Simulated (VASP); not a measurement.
# Sn3Te (Pm-3m) in VASP: settings compared

The runs below take Sn3Te through single point, with LDA, PBEsol.

Program: VASP 6.6.1. These are calculated values, not measurements. Logs are shortened: lines on timing, memory, paths and dates and some standing lists are left out, and cuts for length are marked.

### Step 1. The cell of the first run

It takes space group Pm-3m (No. 221, cubic). Conventional cell: a = 4.961 Å, b = 4.961 Å, c = 4.961 Å, α = 90.00°, β = 90.00°, γ = 90.00°. Within 4.6 Å of Te (site symmetry m-3m) lie 12 Sn at 3.51 Å. Sn (site symmetry 4/mmm) has 4 Te at 3.51 Å and 8 Sn at 3.51 Å within 4.6 Å.

### Step 2. Single point, LDA (volume scaled by 1.06)

Contents of INCAR:

```
SYSTEM = Sn3Te
PREC     = Accurate       ! precision mode
ENCUT    = 520            ! plane-wave cutoff, eV
EDIFF    = 1E-6           ! SCF threshold, eV
ISMEAR   = -1             ! smearing method
SIGMA    = 0.05           ! smearing width, eV
LREAL    = .False.        ! projectors in reciprocal space
LASPH    = .True.         ! aspherical terms in the spheres
NELM     = 100            ! most SCF steps
ALGO     = Normal         ! electronic algorithm
ISIF     = 2              ! what is computed and relaxed
LWAVE    = .False.        ! write WAVECAR
LCHARG   = .False.        ! write CHGCAR
NBANDS   = 32             ! bands
```

Contents of KPOINTS:

```
Automatic mesh
0
Gamma
  6 6 6
  0 0 0
```

Contents of POSCAR:

```
Sn3Te
1.0
    4.9610505803      0.0000000000      0.0000000000
    0.0000000000      4.9610505803      0.0000000000
    0.0000000000      0.0000000000      4.9610505803
Te Sn
1 3
Direct
    0.0000000000      0.0000000000      0.0000000000
    0.0000000000      0.5000000000      0.5000000000
    0.5000000000      0.0000000000      0.5000000000
    0.5000000000      0.5000000000      0.0000000000
```

Potentials or basis: VASP PAW LDA potentials, release 64 (Te, Sn_d).

The run is started by

```bash
cat potpaw_LDA.64/Te/POTCAR potpaw_LDA.64/Sn_d/POTCAR > POTCAR
mpirun -np 1 vasp_std > vasp.out
```

OUTCAR:

```text
SYSTEM = Sn3Te
   PREC = Accurate
   ENCUT = 520
   EDIFF = 1E-6
   ISMEAR = -1
   LREAL = .False.
   LASPH = .True.
   NELM = 100
   ISIF = 2

 ion  position               nearest neighbor table
   1  0.000  0.000  0.000-   2 3.51   3 3.51   4 3.51   2 3.51   3 3.51   2 3.51   4 3.51   2 3.51
                             3 3.51   4 3.51   3 3.51   4 3.51
   2  0.000  0.500  0.500-   1 3.51   3 3.51   4 3.51   1 3.51   4 3.51   1 3.51   3 3.51   1 3.51
                             3 3.51   4 3.51   4 3.51   3 3.51
   3  0.500  0.000  0.500-   1 3.51   2 3.51   4 3.51   1 3.51   4 3.51   2 3.51   4 3.51   4 3.51
                             1 3.51   2 3.51   1 3.51   2 3.51
   4  0.500  0.500  0.000-   1 3.51   2 3.51   3 3.51   2 3.51   3 3.51   1 3.51   3 3.51   3 3.51
                             1 3.51   2 3.51   2 3.51   1 3.51

  LATTYP: Found a simple cubic cell.
 ALAT       =     4.9610505803

  Lattice vectors:

 A1 = (   4.9610505803,   0.0000000000,   0.0000000000)
 A2 = (   0.0000000000,   4.9610505803,   0.0000000000)
 A3 = (   0.0000000000,   0.0000000000,   4.9610505803)

Analysis of symmetry for initial positions (statically):
=====================================================================
 Subroutine PRICEL returns:
 Original cell was already a primitive cell.

 Routine SETGRP: Setting up the symmetry group for a
 simple cubic supercell.

 Subroutine GETGRP returns: Found 48 space group operations
 (whereof 48 operations were pure point group operations)
 out of a pool of 48 trial point group operations.

The static configuration has the point symmetry O_h .

Analysis of symmetry for dynamics (positions and initial velocities):
=====================================================================
 Subroutine PRICEL returns:
 Original cell was already a primitive cell.

 Routine SETGRP: Setting up the symmetry group for a
 simple cubic supercell.

 Subroutine GETGRP returns: Found 48 space group operations
 (whereof 48 operations were pure point group operations)
 out of a pool of 48 trial point group operations.

The dynamic configuration has the point symmetry O_h .

 Subroutine INISYM returns: Found 48 space group operations
 (whereof 48 operations are pure point group operations),
 and found     1 'primitive' translations

----------------------------------------------------------------------------------------
[... 90 lines left out ...]
   ENCUT  =  520.0 eV  38.22 Ry    6.18 a.u.   9.22  9.22  9.22*2*pi/ulx,y,z
   NELM   =    100;   NELMIN=  2; NELMDL= -5     # of ELM steps
   EDIFF  = 0.1E-05   stopping-criterion for ELM
   LREAL  =      F    real-space projection
   EDIFFG = 0.1E-04   stopping-criterion for IOM
   NSW    =      0    number of steps for IOM
   IBRION =     -1    ionic relax: 0-MD 1-quasi-New 2-CG
   NFREE  =      0    steps in history (QN), initial steepest desc. (CG)
   ISIF   =      2    stress and relaxation
   ISYM   =      2    0-nonsym 1-usesym 2-fastsym
   POTIM  = 0.5000    time-step for ionic-motion
   TEBEG  =    0.0;   TEEND  =   0.0 temperature during run
   PSTRESS=    0.0 pullay stress
   NELECT =      48.0000    total number of electrons
   NUPDOWN=      -1.0000    fix difference up-down
   EMIN   =  10.00;   EMAX   =-10.00  energy-range for DOS
   EFERMI =   0.00;   METHOD = LEGACY
   ISMEAR =    -1;   SIGMA  =   0.05  broadening in eV -4-tet -1-fermi 0-gaus
   EFERMI_NEDOS =   21; number of points for ismear=-14 and -15
   IALGO  =     38    algorithm
   IMIX   =      4    mixing-type and parameters
     AMIX     =   0.40;   BMIX     =  1.00
     AMIX_MAG =   1.60;   BMIX_MAG =  1.00
  volume/ion in A,a.u.               =      30.53       206.00
  Fermi-wavevector in a.u.,A,eV,Ry     =   1.199264  2.266281 19.568375  1.438235
  Thomas-Fermi vector in A             =   2.335132
   LORBIT       =      0    0 simple, 1 ext, 2 COOP (PROOUT), +10 PAW based schemes
   GGA     = CA    functional components
   LHFCALC =     F    Hartree Fock is set to
   AEXX    =    0.0000 exact exchange contribution
   IVDW    =     0    specifies the selected vdW correction
   LEPSILON=     F    determine dielectric tensor
   LRPA    =     F    only Hartree local field effects (RPA)
 non-spin polarized calculation
  energy-cutoff  :      520.00
  volume of cell :      122.10
 maximum number of plane-waves:      3328
 NGX is ok and might be reduce to    40
   NGX = 19   NGY = 19   NGZ = 19

 number of electron      47.9999981 magnetization

 Free energy of the ion-electron system (eV)
  ---------------------------------------------------
  ext. energy  EPLUGINS =         0.00000000
  ---------------------------------------------------
  free energy    TOTEN  =       -16.71705697 eV

  energy without entropy =      -16.69475822  energy(sigma->0) =      -16.70590760

 E-fermi :   6.7331     XC(G=0): -10.0250

 val. band max:        6.7178048399   @ k =   0.1667   0.1667   0.1667
 cond. band min:       6.7371930131   @ k =   0.3333   0.0000   0.0000
 fundamental gap:      0.0193881731
 Fermi energy:         6.7331144035

 k-point     1 :       0.0000    0.0000    0.0000
  band No.  band energies     occupation
      1     -14.8249      2.00000
      2     -14.8249      2.00000
      3     -14.8249      2.00000
      4     -14.8172      2.00000
      5     -14.8172      2.00000
      6     -14.7838      2.00000
[... 689 lines left out ...]
     31      11.7391      0.00000
     32      14.1553      0.00000

------------------------ aborting loop because EDIFF is reached ----------------------------------------

  FORCE on cell =-STRESS in cart. coord.  units (eV):
  Direction    XX          YY          ZZ          XY          YZ          ZX
  --------------------------------------------------------------------------------------
  -------------------------------------------------------------------------------------
  Total       -4.1482207     -4.1482207     -4.1482207     -0.0000000     -0.0000000     -0.0000000
  in kB      -54.4316471    -54.4316471    -54.4316471     -0.0000000     -0.0000000     -0.0000000
  external PRESSURE =     -54.4316471 kB  Pullay stress =       0.0000000 kB

 VOLUME and BASIS-vectors are now :
 -----------------------------------------------------------------------------
  energy-cutoff  :      520.00
  volume of cell :      122.10
      direct lattice vectors                 reciprocal lattice vectors
     4.961050580  0.000000000  0.000000000     0.201570209  0.000000000  0.000000000
     0.000000000  4.961050580  0.000000000     0.000000000  0.201570209  0.000000000
     0.000000000  0.000000000  4.961050580     0.000000000  0.000000000  0.201570209

 POSITION                                       TOTAL-FORCE (eV/Angst)
 -----------------------------------------------------------------------------------
      0.00000      0.00000      0.00000         0.000000      0.000000      0.000000
      0.00000      2.48053      2.48053         0.000000      0.000000      0.000000
      2.48053      0.00000      2.48053         0.000000      0.000000      0.000000
      2.48053      2.48053      0.00000         0.000000      0.000000      0.000000
 -----------------------------------------------------------------------------------
    total drift:                               -0.000000     -0.000000     -0.000000

  FREE ENERGIE OF THE ION-ELECTRON SYSTEM (eV)
  ---------------------------------------------------
  free  energy   TOTEN  =       -16.7170569720 eV

  energy  without entropy=      -16.6947582241  energy(sigma->0) =      -16.70590760
```

Run time: 26 s. Hardware: 1 thread of Intel Xeon 6975P-C (Granite Rapids), shared host; peak memory 0.23 GiB.

What came out:

```yaml
Free_energy: -16.7171 eV
Pressure: -5.4 GPa
Band_gap_on_the_k_mesh: zero (band 24 reaches 9.29 eV, above the bottom of band 25 at 6.42 eV)
```

Levels at points of the mesh, in eV from the Fermi level:
```tsv
k point	band 21	band 22	band 23	band 24	band 25	band 26	band 27	band 28
(0.00, 0.00, 0.00)	-3.93	-3.93	0.36	0.36	0.36	1.79	1.79	1.79
(0.50, 0.00, 0.00)	-2.89	-1.59	-1.59	-1.43	-0.23	1.58	1.74	2.18
(0.50, 0.50, 0.00)	-1.98	-1.98	-1.85	-0.79	-0.05	-0.05	0.14	3.14
(0.50, 0.50, 0.50)	-4.84	-4.84	-4.03	2.55	2.55	2.55	4.93	4.93
```

Caveat: the cell differs from its parent crystal (volume scaled by 1.06); spin-orbit coupling is left out, which moves the levels of the heavy elements.

### Step 3. Single point, PBEsol

This run uses another cell than the first one, of 27.07 Å³/atom, 0.887 times its volume.

Contents of INCAR:

```
SYSTEM = Sn3Te
PREC = Accurate
ENCUT = 520
EDIFF = 1E-6
ISMEAR = -1
SIGMA = 0.05
LREAL = .FALSE.
LASPH = .TRUE.
NELM = 60
ALGO = Fast
ISIF = 2
LWAVE = .FALSE.
LCHARG = .FALSE.
GGA = PS
NBANDS = 32
```

Contents of KPOINTS:

```
Automatic mesh
0
G
  6 6 6
  0 0 0
```

Contents of POSCAR:

```
Sn3Te
1.0
    4.7662957215      0.0000000000      0.0000000000
    0.0000000000      4.7662957215      0.0000000000
    0.0000000000      0.0000000000      4.7662957215
Te Sn
1 3
Direct
    0.0000000000      0.0000000000      0.0000000000
    0.0000000000      0.5000000000      0.5000000000
    0.5000000000      0.0000000000      0.5000000000
    0.5000000000      0.5000000000      0.0000000000
```

Potentials or basis: VASP PAW PBE potentials, release 64 (Te, Sn_d).

The run is started by

```bash
cat potpaw_PBE.64/Te/POTCAR potpaw_PBE.64/Sn_d/POTCAR > POTCAR
mpirun -np 1 vasp_std > vasp.out
```

It took 47 s on 1 thread of Intel Xeon Platinum 8259CL at 2.50GHz (Skylake/Cascade Lake), shared host; peak memory 0.23 GiB.

Results (log left out):

| Quantity | Value |
| --- | --- |
| Free energy | -16.1215 eV |
| Pressure | 0.5 GPa |
| Band gap on the k mesh | zero (band 24 reaches 11.33 eV, above the bottom of band 25 at 7.73 eV) |

Levels at points of the mesh, in eV from the Fermi level:
```csv
k point,band 22,band 23,band 24,band 25,band 26,band 27
"(0.00, 0.00, 0.00)",-4.47,0.45,0.45,0.45,2.00,2.00
"(0.50, 0.00, 0.00)",-1.88,-1.88,-1.58,-0.48,2.13,2.42
"(0.50, 0.50, 0.00)",-1.88,-1.88,-0.65,-0.17,-0.17,0.07
"(0.50, 0.50, 0.50)",-5.53,-4.62,3.12,3.12,3.12,5.72
```

Caveat: the PAW data sets were made with another functional, which shifts forces and pressure a little; spin-orbit coupling is left out, which moves the levels of the heavy elements.
